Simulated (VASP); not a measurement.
# GaP (F-43m) in VASP: vibrations by perturbation theory with PBE

Aim: the vibrations by perturbation theory of GaP with PBE.

All numbers are computed with VASP 6.6.1; they aren't measurements. Logs are shortened: lines on timing, memory, paths and dates and some standing lists are left out, and cuts for length are marked.

## Step 1: The cell of the first run

Symmetry: F-43m, No. 216, cubic system. The conventional cell has a = 5.505 Å, b = 5.505 Å, c = 5.505 Å, α = 90.00°, β = 90.00°, γ = 90.00°. Within 3.1 Å of Ga (site symmetry -43m) lie 4 P at 2.38 Å. Within 3.1 Å of P (site symmetry -43m) lie 4 Ga at 2.38 Å.

## Step 2: Vibrations by perturbation theory, PBE

Input file INCAR:

```
PREC = Accurate ; ENCUT = 520
EDIFF = 1E-8 ; ISMEAR = 0
SIGMA = 0.01 ; LREAL = False
LASPH = True ; NELM = 100
ALGO = Normal ; ISIF = 2
LWAVE = False ; LCHARG = False
GGA = PE ; NBANDS = 16
IBRION = 8 ; NSW = 1
LEPSILON = True
```

Input file KPOINTS:

```
regular mesh
0
Gamma
  6 6 6
```

Input file POSCAR:

```
GaP
1.0
    0.0000000000      2.7525584885      2.7525584885
    2.7525584885      0.0000000000      2.7525584885
    2.7525584885      2.7525584885      0.0000000000
Ga P
1 1
Direct
    0.0000000000      0.0000000000      0.0000000000
    0.2500000000      0.2500000000      0.2500000000
```

Potentials or basis: VASP PAW PBE potentials, release 64 (Ga_d, P).

Started as:

```
> cat potpaw_PBE.64/Ga_d/POTCAR potpaw_PBE.64/P/POTCAR > POTCAR
> mpirun -np 1 vasp_std > vasp.out
```

OUTCAR:

```text
PREC = Accurate
   ENCUT = 520
   EDIFF = 1E-8
   ISMEAR = 0
   LREAL = False
   LASPH = True
   NELM = 100
   ISIF = 2
   GGA = PE
   IBRION = 8
   NSW = 1
   LEPSILON = True

 ion  position               nearest neighbor table
   1  0.000  0.000  0.000-   2 2.38   2 2.38   2 2.38   2 2.38
   2  0.250  0.250  0.250-   1 2.38   1 2.38   1 2.38   1 2.38

  LATTYP: Found a face centered cubic cell.
 ALAT       =     5.5051169770

  Lattice vectors:

 A1 = (   0.0000000000,   2.7525584885,   2.7525584885)
 A2 = (   2.7525584885,   0.0000000000,   2.7525584885)
 A3 = (   2.7525584885,   2.7525584885,   0.0000000000)

Analysis of symmetry for initial positions (statically):
=====================================================================
 Subroutine PRICEL returns:
 Original cell was already a primitive cell.

 Routine SETGRP: Setting up the symmetry group for a
 face centered cubic supercell.

 Subroutine GETGRP returns: Found 24 space group operations
 (whereof 24 operations were pure point group operations)
 out of a pool of 48 trial point group operations.

The static configuration has the point symmetry T_d .

Analysis of symmetry for dynamics (positions and initial velocities):
=====================================================================
 Subroutine PRICEL returns:
 Original cell was already a primitive cell.

 Routine SETGRP: Setting up the symmetry group for a
 face centered cubic supercell.

 Subroutine GETGRP returns: Found 24 space group operations
 (whereof 24 operations were pure point group operations)
 out of a pool of 48 trial point group operations.

The dynamic configuration has the point symmetry T_d .

 Subroutine INISYM returns: Found 24 space group operations
 (whereof 24 operations are pure point group operations),
 and found     1 'primitive' translations

----------------------------------------------------------------------------------------

                                     Primitive cell

[... 525 lines left out ...]
 ------------------------------------------------------
          13.584367     0.000000     0.000000
           0.000000    13.584367     0.000000
           0.000000     0.000000    13.584367
 ------------------------------------------------------

 PIEZOELECTRIC TENSOR (including local field effects)  for field in x, y, z        (e  Angst)
          XX          YY          ZZ          XY          YZ          ZX
  --------------------------------------------------------------------------------
  x    -0.00000     0.00000    -0.00000     0.00000    -2.31677     0.00000
  y     0.00000    -0.00000     0.00000     0.00000     0.00000    -2.31677
  z    -0.00000    -0.00000    -0.00000    -2.31677     0.00000     0.00000

 PIEZOELECTRIC TENSOR (including local field effects)  for field in x, y, z        (C/m^2)
          XX          YY          ZZ          XY          YZ          ZX
  --------------------------------------------------------------------------------
  x    -0.00000     0.00000    -0.00000     0.00000    -0.88993     0.00000
  y     0.00000    -0.00000     0.00000     0.00000     0.00000    -0.88993
  z    -0.00000    -0.00000    -0.00000    -0.88993     0.00000     0.00000

 BORN EFFECTIVE CHARGES (including local field effects) (in |e|, cummulative output)
 ---------------------------------------------------------------------------------
 ion    1
    1     2.42211     0.00000    -0.00000
    2     0.00000     2.42211     0.00000
    3     0.00000     0.00000     2.42211
 ion    2
    1    -2.42211     0.00000     0.00000
    2     0.00000    -2.42211     0.00000
    3     0.00000     0.00000    -2.42211

 INTERNAL STRAIN TENSOR FOR ION    2 for displacements in x,y,z  (eV/Angst):
          X           Y           Z          XY          YZ          ZX
  --------------------------------------------------------------------------------
  x     0.00000     0.00000     0.00000     0.00000    -6.27197     0.00000
  y     0.00000     0.00000     0.00000     0.00000     0.00000    -6.27197
  z     0.00000     0.00000     0.00000    -6.27197     0.00000     0.00000

 SECOND DERIVATIVES (NOT SYMMETRIZED)
 ------------------------------------
               1X          1Y          1Z          2X          2Y          2Z
  1X    -9.361073    0.000000    0.000000    9.361073    0.000000    0.000000
  1Y     0.000000   -9.361073    0.000000    0.000000    9.361073    0.000000
  1Z     0.000000    0.000000   -9.361073    0.000000    0.000000    9.361073
  2X     9.340549    0.000000    0.000000   -9.340549    0.000000    0.000000
  2Y     0.000000    9.340549    0.000000    0.000000   -9.340549    0.000000
  2Z     0.000000    0.000000    9.340549    0.000000    0.000000   -9.340549

 Eigenvectors and eigenvalues of the dynamical matrix
 ----------------------------------------------------

   1 f  =   10.320608 THz    64.846292 2PiTHz  344.258424 cm-1    42.682586 meV
             X         Y         Z           dx          dy          dz
      0.000000  0.000000  0.000000    -0.555035    0.000000    0.000000
      1.376279  1.376279  1.376279     0.831827    0.000000    0.000000
[... 21 lines left out ...]
   6 f/i=    0.005229 THz     0.032856 2PiTHz    0.174429 cm-1     0.021626 meV
             X         Y         Z           dx          dy          dz
      0.000000  0.000000  0.000000     0.000000   -0.345647   -0.756614
      1.376279  1.376279  1.376279     0.000000   -0.230632   -0.504849

--------------------------------------------------------------------------------------------------------

 MACROSCOPIC STATIC DIELECTRIC TENSOR IONIC CONTRIBUTION
 ------------------------------------------------------
           2.721852    -0.000000     0.000000
          -0.000000     2.721852     0.000000
           0.000000     0.000000     2.721852
 ------------------------------------------------------

 ELASTIC MODULI CONTR FROM IONIC RELAXATION (kBar)
 Direction    XX          YY          ZZ          XY          YZ          ZX
 --------------------------------------------------------------------------------
 XX          -0.0000      0.0000      0.0000     -0.0000      0.0000      0.0000
 YY           0.0000     -0.0000      0.0000     -0.0000     -0.0000     -0.0000
 ZZ           0.0000      0.0000     -0.0000      0.0000     -0.0000      0.0000
 XY          -0.0000     -0.0000      0.0000   -159.5574     -0.0000     -0.0000
 YZ           0.0000     -0.0000     -0.0000     -0.0000   -159.5574      0.0000
 ZX           0.0000     -0.0000      0.0000     -0.0000      0.0000   -159.5574
 --------------------------------------------------------------------------------

 PIEZOELECTRIC TENSOR IONIC CONTR  for field in x, y, z        (C/m^2)
          XX          YY          ZZ          XY          YZ          ZX
  --------------------------------------------------------------------------------
  x    -0.00000     0.00000     0.00000     0.00000     0.62010    -0.00000
  y    -0.00000     0.00000    -0.00000     0.00000    -0.00000     0.62010
  z     0.00000     0.00000    -0.00000     0.62010     0.00000     0.00000
```

OSZICAR:

```text
N       E                     dE             d eps       ncg     rms          rms(c)
DAV:   1     0.794983919503E+02    0.79498E+02   -0.91778E+03   528   0.161E+03
DAV:   2    -0.300196237848E+01   -0.82500E+02   -0.78514E+02   600   0.310E+02
DAV:   3    -0.926553117440E+01   -0.62636E+01   -0.62408E+01   624   0.639E+01
DAV:   4    -0.937440043075E+01   -0.10887E+00   -0.10884E+00   632   0.931E+00
[... 196 lines left out ...]
RMM:   8    -0.478867690176E-01    0.17709E-05   -0.27426E-08  3007   0.896E-04    0.163E-04
RMM:   9    -0.478864556074E-01    0.31341E-06    0.70203E-08  3013   0.307E-04    0.207E-05
RMM:  10    -0.478864422558E-01    0.13352E-07    0.18750E-08  3034   0.105E-04    0.535E-06
RMM:  11    -0.478864547278E-01   -0.12472E-07   -0.61426E-09  3026   0.458E-05    0.335E-06
RMM:  12    -0.478864570821E-01   -0.23543E-08   -0.71668E-10  2980   0.195E-05    0.878E-07
 Linear response finished
```

Wall time 4.4 min (1 thread of AMD EPYC 7R13 (Zen 3), shared host); peak memory 0.21 GiB.

What came out:

```yaml
Electronic_dielectric_tensor_diagonal: 13.58
Born_charges_mean_of_the_diagonal: Ga +2.42; P -2.42 e
Highest_phonon_frequency_at_Γ_LO-TO_splitting_left_out: 344 cm⁻¹
```

Phonon frequencies in cm⁻¹ (negative: imaginary):
| q point | frequencies |
| --- | --- |
| (0.000, 0.000, 0.000) | 0 0 0 344 344 344 |

Electronic dielectric tensor:
```
13.58  0.00  0.00
 0.00 13.58  0.00
 0.00  0.00 13.58
```

Born effective charge tensors (e):
atom 1, Ga
```
2.42 0.00 0.00
0.00 2.42 0.00
0.00 0.00 2.42
```
atom 2, P
```
-2.42  0.00  0.00
 0.00 -2.42  0.00
 0.00  0.00 -2.42
```
